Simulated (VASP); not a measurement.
**Au: single point with PBEsol**

Au:

```
Au
1.0
     0.00000    2.03500    2.03500
     2.03500    0.00000    2.03500
     2.03500    2.03500    0.00000
Au
1
Direct
  0.00000 0.00000 0.00000
```

```json
{
 "Program": "VASP 6.6.1",
 "Task": "single point",
 "Functional": "PBEsol",
 "Potentials or basis": "VASP PAW PBE potentials, release 64 (Au)",
 "Cutoff": "500 eV",
 "k mesh": "12 × 12 × 12",
 "Occupations": "fermi-dirac, width 0.0272 eV",
 "Spin": "no spin polarisation"
}
```

| Item | Value |
| --- | --- |
| Pressure | 1.3 GPa |

Levels at points of the mesh, in eV from the Fermi level:
| k point | band 3 | band 4 | band 5 | band 6 | band 7 | band 8 | band 9 | band 10 |
| --- | --- | --- | --- | --- | --- | --- | --- | --- |
| (0.00, 0.00, 0.00) | -4.64 | -4.64 | -3.08 | -3.08 | 14.58 | 18.64 | 18.64 | 18.64 |
| (0.50, 0.00, 0.00) | -4.68 | -1.86 | -1.86 | -0.98 | 3.21 | 14.03 | 17.27 | 17.27 |
| (0.50, 0.50, 0.00) | -1.90 | -1.53 | -1.53 | 1.02 | 5.93 | 10.08 | 10.08 | 17.38 |

It took 9.1 s on 1 thread of Intel(R) Xeon(R) Platinum 8488C (Sapphire Rapids), with other jobs on the host, peak memory 0.14 GiB.

Caveat: the PAW data sets were made with another functional, which shifts forces and pressure a little; spin-orbit coupling is left out, which moves the levels of the heavy elements.
